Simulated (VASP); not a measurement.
Wanted: the native input for a VASP 6.6.1 run.

| Quantity | Value |
| --- | --- |
| Task | relaxation of shape and atoms at fixed volume |
| Functional | PBE |
| Potentials or basis | VASP PAW PBE potentials, release 64 (Ru_pv) |
| Cutoff | 600 eV |
| k mesh | 18 × 18 × 10 |
| Occupations | fermi-dirac, width 0.08 eV |
| Spin | no spin polarisation |
| Dipole correction | no |
| Further INCAR settings | ALGO = Normal; EDIFF = 1e-06; IBRION = 2; EDIFFG = -0.005; NSW = 50; ISIF = 4 |

The structure of Ru lies in POSCAR:

```
Ru
1.0
    2.3925247149      0.0000000000      0.0000000000
   -1.1962623574      2.0719871823      0.0000000000
    0.0000000000      0.0000000000      3.7778077380
Ru
2
Direct
    0.3333333333      0.6666666667      0.2500000000
    0.6666666667      0.3333333333      0.7500000000
```

The input as run:

INCAR

```
ALGO = Normal ; EDIFF = 1E-6
EDIFFG = -0.005 ; ENCUT = 600
GGA = PE ; IBRION = 2
ISIF = 4 ; ISMEAR = -1
LASPH = T ; LCHARG = F
LREAL = F ; LWAVE = F
NELM = 80 ; NSW = 50
PREC = Accurate ; SIGMA = 0.08
```

KPOINTS

```
k-points
0
Gamma
  18 18 10
```

Potentials or basis: VASP PAW PBE potentials, release 64 (Ru_pv).

Run with:

```sh
$ cat potpaw_PBE.64/Ru_pv/POTCAR > POTCAR
$ mpirun -np 1 vasp_std > vasp.out
```

Results of the run:

The energy gained by relaxing is 4.8 meV/atom and the ionic steps are 4. The pressure after relaxing is 298.4 GPa. The band gap on the k mesh is zero (band 14 reaches 23.63 eV, above the bottom of band 15 at 18.05 eV).

Wall time 2.6 min on 1 thread of Intel(R) Xeon(R) Platinum 8488C (Sapphire Rapids), on a shared host, peak memory 0.2 GiB.
